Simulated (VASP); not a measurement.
Here is a VASP 6.6.1 calculation.

File INCAR:

```
PREC = Accurate ; ENCUT = 520
EDIFF = 1E-7 ; ISMEAR = -1
SIGMA = 0.05 ; LREAL = F
LASPH = T ; NELM = 80
ALGO = Normal ; ISIF = 2
LWAVE = F ; LCHARG = T
GGA = PE ; LELF = T
LVHAR = T ; NBANDS = 20
```

KPOINTS

```
Automatic mesh
0
Gamma
  13 13 13
```

File POSCAR:

```
VGe
1.0
    0.0000000000      2.6055852866      2.6055852866
    2.6055852866      0.0000000000      2.6055852866
    2.6055852866      2.6055852866      0.0000000000
V Ge
1 1
Direct
    0.0000000000      0.0000000000      0.0000000000
    0.2500000000      0.2500000000      0.2500000000
```

Potentials or basis: VASP PAW PBE potentials, release 64 (V_sv, Ge_d).

Run with:

```bash
$ cat potpaw_PBE.64/V_sv/POTCAR potpaw_PBE.64/Ge_d/POTCAR > POTCAR
$ mpirun -np 1 vasp_std > vasp.out
```

(1) Estimate the band gap on the k mesh.

(2) What does it give for the pressure?

Answers

(1) zero (an odd number of electrons rules out a gap without spin polarisation).

(2) 26.4 GPa.

Caveat: the cell stands under pressure.
